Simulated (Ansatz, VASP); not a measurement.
Two plane-wave programs on LiCl

```
Li Cl
1.0
     0.00000    2.55620    2.55620
     2.55620    0.00000    2.55620
     2.55620    2.55620    0.00000
Li Cl
1 1
Direct
  0.00000 0.00000 0.00000
  0.50000 0.50000 0.50000
```

Alike in both runs: functional r2SCAN; k mesh 8 × 8 × 8; occupations gaussian, width 0.02 eV; no spin polarisation.

Ansatz relaxed the structure, and its values are those at the end. VASP's run is a single point on that final structure, the one shown.

```csv
,VASP,Ansatz
version,VASP 6.6.1,Ansatz 0.2.0
potentials or method,"VASP PAW PBE potentials, release 64 (Li_sv, Cl), cutoff 520 eV","scalar-relativistic, plane waves, PAW"
valence electrons in the cell,10,10
```

|  | VASP | Ansatz | Ansatz less VASP |
| --- | --- | --- | --- |
| gap on the k mesh at the Fermi level (eV) | 7.36 | 7.29 | -0.069 |
| least direct gap on the mesh (eV) | 7.36 | 7.29 | -0.069 |

VASP's potentials were made for PBE, not for r2SCAN.

Noted on VASP's run: the cutoff is short for stress, so the pressure is rough.
